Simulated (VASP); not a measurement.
Si2C3, 5 atoms in the cell. The structure is trigonal, space group P-3m1 (No. 164). Conventional cell: a = 2.716 Å, b = 2.716 Å, c = 6.870 Å, α = 90.00°, β = 90.00°, γ = 120.00°. Si (site symmetry 3m) has 4 C at 1.97 to 2.03 Å within 2.6 Å. C (site symmetry 3m) has 3 C at 1.63 Å and 1 Si at 2.03 Å within 2.2 Å. Within 2.6 Å of C (site symmetry -3m) lie 6 Si at 1.97 Å. The cell was built from a structure type or drawn by symmetry, and may not be a known phase.

```yaml
Program: VASP 6.6.1
Task: relaxation of cell and atoms
Functional: PBE
Potentials_or_basis: VASP PAW PBE potentials, release 64 (Si, C)
Cutoff: 600 eV
k_mesh: 18 × 18 × 6
Occupations: gaussian, width 0.1 eV
Spin: no spin polarisation
Dipole_correction: no
Further_INCAR_settings: ALGO = Normal; EDIFF = 1e-07; IBRION = 2; EDIFFG = -0.01; NSW = 100; ISIF = 3
```

Potentials or basis: VASP PAW PBE potentials, release 64 (Si, C).

Launch:

```console
$ cat potpaw_PBE.64/Si/POTCAR potpaw_PBE.64/C/POTCAR > POTCAR
$ mpirun -np 1 vasp_std > vasp.out
```

Hardware: 1 thread of AMD EPYC 9R45 96-Core Processor (Zen 5), on a shared host.

Estimate the wall time of this run.

Wall time 3.2 min on 1 thread of AMD EPYC 9R45 96-Core Processor (Zen 5), with other jobs on the host, peak memory 0.24 GiB. Counts: scf iterations 34, k points 202, ion steps 5.
